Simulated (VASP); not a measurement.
Input of a VASP 6.6.1 run:

Contents of INCAR:

```
ALGO = Normal ; EDIFF = 1E-6
ENCUT = 520 ; GGA = PE
ISIF = 2 ; ISMEAR = 0
LASPH = True ; LCHARG = False
LREAL = False ; LWAVE = False
NBANDS = 17 ; NELM = 60
PREC = Accurate ; SIGMA = 0.15
```

The input KPOINTS:

```
k-points
0
Gamma
  18 18 10
```

File POSCAR:

```
Pt
1.0
    2.9034000000      0.0000000000      0.0000000000
   -1.4517000000      2.5144181573      0.0000000000
    0.0000000000      0.0000000000      4.7216000000
Pt
2
Direct
    0.6666666667      0.3333333333      0.7500000000
    0.3333333333      0.6666666667      0.2500000000
```

Potentials or basis: VASP PAW PBE potentials, release 64 (Pt).

Run with:

```sh
$ cat potpaw_PBE.64/Pt/POTCAR > POTCAR
$ mpirun -np 1 vasp_std > vasp.out
```

Estimate the pressure.

-17.3 GPa.

Estimate the band gap on the k mesh.

zero (band 10 reaches 9.12 eV, above the bottom of band 11 at 8.12 eV).

Stress tensor (GPa, compression positive):
```
-19.30   0.00   0.00
  0.00 -19.30   0.00
  0.00   0.00 -13.42
```

Caveat: spin-orbit coupling is left out, which moves the levels of the heavy elements.
